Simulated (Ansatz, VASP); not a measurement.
## As2H: VASP beside Ansatz

The input INCAR:

```
PREC     = Accurate       # precision mode
ENCUT    = 520            # plane-wave cutoff, eV
EDIFF    = 1E-7           # SCF threshold, eV
ISMEAR   = 0              # smearing method
SIGMA    = 0.05           # smearing width, eV
LREAL    = False          # projectors in reciprocal space
LASPH    = True           # aspherical terms in the spheres
NELM     = 150            # most SCF steps
ALGO     = Normal         # electronic algorithm
ISIF     = 2              # what is computed and relaxed
LWAVE    = False          # write WAVECAR
LCHARG   = False          # write CHGCAR
ISPIN    = 2              # spin polarisation
MAGMOM   = 0 0 1          # initial moments
LORBIT   = 11             # projections on sites
LDIPOL   = True         
IDIPOL   = 3            
DIPOL    = 0.5 0.5 0.314
GGA      = PE             # functional
IVDW     = 12             # dispersion correction
NBANDS   = 16             # bands
```

File KPOINTS:

```
Automatic mesh
0
Gamma
  9 9 1
```

File POSCAR:

```
As2H
1.0
    3.5713387681      0.0000000000      0.0000000000
   -1.7856693841      3.0928700987      0.0000000000
    0.0000000000      0.0000000000     18.3976402524
As H
2 1
Direct
    0.3333333333      0.6666666667      0.2933876398
    0.6666666667      0.3333333333      0.2174191877
    0.6666666667      0.6666666667      0.4319923720
```

Input for Ansatz:

```yaml
crystal:
  lattice:
    - [3.5713387681, 0.0, 0.0]
    - [-1.7856693841, 3.0928700987, 0.0]
    - [0.0, 0.0, 18.3976402524]
  atoms:
    - { symbol: As, position: [0.3333333333, 0.6666666667, 0.2933876398] }
    - { symbol: As, position: [0.6666666667, 0.3333333333, 0.2174191877] }
    - { symbol: H, position: [0.6666666667, 0.6666666667, 0.431992372], spin: 1.0 }
basis:
  ecutwfc: 420
kpoints:
  mp_grid: { grid: [9, 9, 1] }
hamiltonian:
  xc: pbe
  dispersion: d3bj
scf:
  occupations: { method: gaussian, width: 0.05 }
output:
  forces: true
  eigenvalues: true
  populations: true
  write_density: true
  write_potential: true
  elf: true
  volumetric_format: npy
magnetization:
  spin_polarized: true
efield:
  axis: 3
  dipole_correction: true
  ramp_width: 0.04
```

Alike in both runs: task single point; functional PBE; dispersion D3(BJ); k mesh 9 × 9 × 1; occupations gaussian, width 0.05 eV; collinear spin.

|  | VASP | Ansatz |
| --- | --- | --- |
| version | VASP 6.6.1 | Ansatz 0.2.0 |
| potentials or method | VASP PAW PBE potentials, release 64 (As, H), cutoff 520 eV | scalar-relativistic, plane waves, PAW |
| valence electrons in the cell | 11 | 31 |

|  | VASP | Ansatz | Ansatz less VASP |
| --- | --- | --- | --- |
| gap on the k mesh at the Fermi level (eV) | 1.24 | 1.23 | -0.008 |
| least direct gap on the mesh (eV) | 1.52 | 1.52 | -0.006 |
| rms of the force components (eV/Å) | 0.083 | 0.057 | -0.0260 |
| net moment per atom (μB) | 0.33 | 0.33 | 0.000 |
| size of the moment on the site where the two differ most (μB) | 0.36 | 0.79 | +0.429 |

Site moments also hang on the region over which each program counts them. Atom by atom the forces differ by 0.043 eV/Å (rms over components). VASP's potentials hold 11 valence electrons a cell and Ansatz's 31, so a difference there can come from the potentials and not from the codes. Ansatz's warnings: stability check not made, xc potential rough in thin density.
